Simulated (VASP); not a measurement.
# O (P6_3/mmc) in VASP: a series of runs, part 2 of 2

VASP 6.6.1. The steps go on from the part before.

## Step 3: Single point, PBEsol (equal xx and yy strain of -1 %)

INCAR

```
ALGO = Normal ; EDIFF = 1E-6
ENCUT = 520 ; GGA = PS
ISIF = 2 ; ISMEAR = -1
LASPH = T ; LCHARG = F
LREAL = F ; LWAVE = F
NBANDS = 20 ; NELM = 100
PREC = Accurate ; SIGMA = 0.03
```

KPOINTS

```
k-points
0
Gamma
  13 13 5
```

POSCAR

```
O
1.0
    2.5353895460      0.0000000000      0.0000000000
   -1.2676947730      2.1957117553      0.0000000000
    0.0000000000      0.0000000000      6.5750000000
O
4
Direct
    0.3333333333      0.6666666667      0.1610000000
    0.6666666667      0.3333333333      0.6610000000
    0.3333333333      0.6666666667      0.3390000000
    0.6666666667      0.3333333333      0.8390000000
```

Potentials or basis: VASP PAW PBE potentials, release 64 (O).

The run is started by

```bash
$ cat potpaw_PBE.64/O/POTCAR > POTCAR
$ mpirun -np 1 vasp_std > vasp.out
```

OUTCAR:

```text
EDIFF = 1E-6
   ENCUT = 520
   GGA = PS
   ISIF = 2
   ISMEAR = -1
   LASPH = T
   LREAL = F
   NELM = 100
   PREC = Accurate

 ion  position               nearest neighbor table
   1  0.333  0.667  0.161-   3 1.17
   2  0.667  0.333  0.661-   4 1.17
   3  0.333  0.667  0.339-   1 1.17
   4  0.667  0.333  0.839-   2 1.17

  LATTYP: Found a hexagonal cell.
 ALAT       =     2.5353895460
 C/A-ratio  =     2.5932898597

  Lattice vectors:

 A1 = (   2.5353895460,   0.0000000000,   0.0000000000)
 A2 = (  -1.2676947730,   2.1957117553,   0.0000000000)
 A3 = (   0.0000000000,   0.0000000000,   6.5750000000)

Analysis of symmetry for initial positions (statically):
=====================================================================
 Subroutine PRICEL returns:
 Original cell was already a primitive cell.

 Routine SETGRP: Setting up the symmetry group for a
 hexagonal supercell.

 Subroutine GETGRP returns: Found 24 space group operations
 (whereof 12 operations were pure point group operations)
 out of a pool of 24 trial point group operations.

The static configuration has the point symmetry D_3d.
 The point group associated with its full space group is D_6h.

Analysis of symmetry for dynamics (positions and initial velocities):
=====================================================================
 Subroutine PRICEL returns:
 Original cell was already a primitive cell.

 Routine SETGRP: Setting up the symmetry group for a
 hexagonal supercell.

 Subroutine GETGRP returns: Found 24 space group operations
 (whereof 12 operations were pure point group operations)
 out of a pool of 24 trial point group operations.

The dynamic configuration has the point symmetry D_3d.
[... 118 lines left out ...]
   EFERMI =   0.00;   METHOD = LEGACY
   ISMEAR =    -1;   SIGMA  =   0.03  broadening in eV -4-tet -1-fermi 0-gaus
   EFERMI_NEDOS =   21; number of points for ismear=-14 and -15
   IALGO  =     38    algorithm
   IMIX   =      4    mixing-type and parameters
     AMIX     =   0.40;   BMIX     =  1.00
     AMIX_MAG =   1.60;   BMIX_MAG =  1.00
  volume/ion in A,a.u.               =       9.15        61.75
  Fermi-wavevector in a.u.,A,eV,Ry     =   1.422241  2.687647 27.521465  2.022771
  Thomas-Fermi vector in A             =   2.542966
   LORBIT       =      0    0 simple, 1 ext, 2 COOP (PROOUT), +10 PAW based schemes
   GGA     = PS    functional components
   LHFCALC =     F    Hartree Fock is set to
   AEXX    =    0.0000 exact exchange contribution
   IVDW    =     0    specifies the selected vdW correction
   LEPSILON=     F    determine dielectric tensor
   LRPA    =     F    only Hartree local field effects (RPA)
 non-spin polarized calculation
  energy-cutoff  :      520.00
  volume of cell :       36.60
 maximum number of plane-waves:       997
 NGX is ok and might be reduce to    20
   NGX =  9   NGY =  9   NGZ = 25

 number of electron      23.9999989 magnetization

 Free energy of the ion-electron system (eV)
  ---------------------------------------------------
  ext. energy  EPLUGINS =         0.00000000
  ---------------------------------------------------
  free energy    TOTEN  =       -19.94285077 eV

  energy without entropy =      -19.93447994  energy(sigma->0) =      -19.93866536

 E-fermi :   2.4954     XC(G=0): -10.9671

 val. band max:        2.4829885195   @ k =   0.2308  -0.0000   0.2000
 cond. band min:       2.4961602142   @ k =   0.3846   0.2308   0.0000
 fundamental gap:      0.0131716947
 Fermi energy:         2.4954223235

 k-point     1 :       0.0000    0.0000    0.0000
  band No.  band energies     occupation
      1     -26.5898      2.00000
      2     -26.4466      2.00000
      3     -13.5802      2.00000
      4     -11.6217      2.00000
      5      -7.7810      2.00000
      6      -4.6787      2.00000
[... 541 lines left out ...]
     19      18.1872      0.00000
     20      18.2491      0.00000

 [... further k-points ...]

------------------------ aborting loop because EDIFF is reached ----------------------------------------

  FORCE on cell =-STRESS in cart. coord.  units (eV):
  Direction    XX          YY          ZZ          XY          YZ          ZX
  --------------------------------------------------------------------------------------
  -------------------------------------------------------------------------------------
  Total       -1.0317924     -1.0317924     14.4688023      0.0000000      0.0000000     -0.0000000
  in kB      -45.1634524    -45.1634524    633.3261011      0.0000000      0.0000000     -0.0000000
  external PRESSURE =     180.9997321 kB  Pullay stress =       0.0000000 kB

 VOLUME and BASIS-vectors are now :
 -----------------------------------------------------------------------------
  energy-cutoff  :      520.00
  volume of cell :       36.60
      direct lattice vectors                 reciprocal lattice vectors
     2.535389546  0.000000000  0.000000000     0.394416709  0.227716593  0.000000000
    -1.267694773  2.195711755  0.000000000     0.000000000  0.455433186  0.000000000
     0.000000000  0.000000000  6.575000000     0.000000000  0.000000000  0.152091255

 POSITION                                       TOTAL-FORCE (eV/Angst)
 -----------------------------------------------------------------------------------
     -0.00000      1.46381      1.05858         0.000000     -0.000000     -4.586356
      1.26769      0.73190      4.34608        -0.000000     -0.000000     -4.586356
     -0.00000      1.46381      2.22892        -0.000000      0.000000      4.586356
      1.26769      0.73190      5.51642         0.000000      0.000000      4.586356
 -----------------------------------------------------------------------------------
    total drift:                               -0.000000      0.000000      0.000000

  FREE ENERGIE OF THE ION-ELECTRON SYSTEM (eV)
  ---------------------------------------------------
  free  energy   TOTEN  =       -19.9428507733 eV

  energy  without entropy=      -19.9344799387  energy(sigma->0) =      -19.93866536
```

OSZICAR:

```text
N       E                     dE             d eps       ncg     rms          rms(c)
DAV:   1     0.117724819921E+03    0.11772E+03   -0.14508E+04  2536   0.118E+03
DAV:   2    -0.156694438895E+02   -0.13339E+03   -0.12973E+03  3148   0.277E+02
DAV:   3    -0.205963653835E+02   -0.49269E+01   -0.48773E+01  3316   0.506E+01
DAV:   4    -0.206179137872E+02   -0.21548E-01   -0.21544E-01  2984   0.371E+00
DAV:   5    -0.206180100922E+02   -0.96305E-04   -0.96304E-04  3044   0.226E-01    0.645E+00
DAV:   6    -0.200691531444E+02    0.54886E+00   -0.41542E-01  2896   0.580E+00    0.343E+00
DAV:   7    -0.199397382203E+02    0.12941E+00   -0.43093E-01  3276   0.566E+00    0.640E-01
DAV:   8    -0.199431991524E+02   -0.34609E-02   -0.46376E-02  2688   0.162E+00    0.102E-01
DAV:   9    -0.199428581777E+02    0.34097E-03   -0.86402E-04  2960   0.264E-01    0.410E-02
DAV:  10    -0.199428504306E+02    0.77471E-05   -0.69298E-05  3132   0.704E-02    0.976E-03
DAV:  11    -0.199428507733E+02   -0.34269E-06   -0.88301E-06  2988   0.260E-02
   1 F= -.19942851E+02 E0= -.19938665E+02  d E =-.837083E-02
```

It took 53 s on 1 thread of Intel Xeon 8259CL, shared host; peak memory 0.16 GiB.

What came out:

| Quantity | Value |
| --- | --- |
| Free energy | -19.9429 eV |
| Pressure | 18.1 GPa |
| Largest force | 4.586 eV/Å |
| Band gap on the k mesh | zero (bands 12 and 13 overlap by 2.08 eV) |

Forces on the atoms (eV/Å):
```
O    0.000  0.000 -4.586
O    0.000  0.000 -4.586
O    0.000  0.000  4.586
O    0.000  0.000  4.586
```

Levels at points of the mesh, in eV from the Fermi level:
| k point | band 8 | band 9 | band 10 | band 11 | band 12 | band 13 | band 14 | band 15 | band 16 | band 17 |
| --- | --- | --- | --- | --- | --- | --- | --- | --- | --- | --- |
| (0.00, 0.00, 0.00) | -6.21 | -6.10 | -6.10 | 1.10 | 1.10 | 1.37 | 1.37 | 8.35 | 10.06 | 10.33 |

Caveat: the cell differs from its parent crystal (equal xx and yy strain of -1 %); the standard files for N, O and F lose accuracy on very short bonds; spin is off for a triplet molecule; the stress differs along the axes, from -5 to 63 GPa; this functional lacks dispersion, which holds the molecules together, so the pressure and a relaxed volume are unreliable; the PAW data sets were made with another functional, which shifts forces and pressure a little.
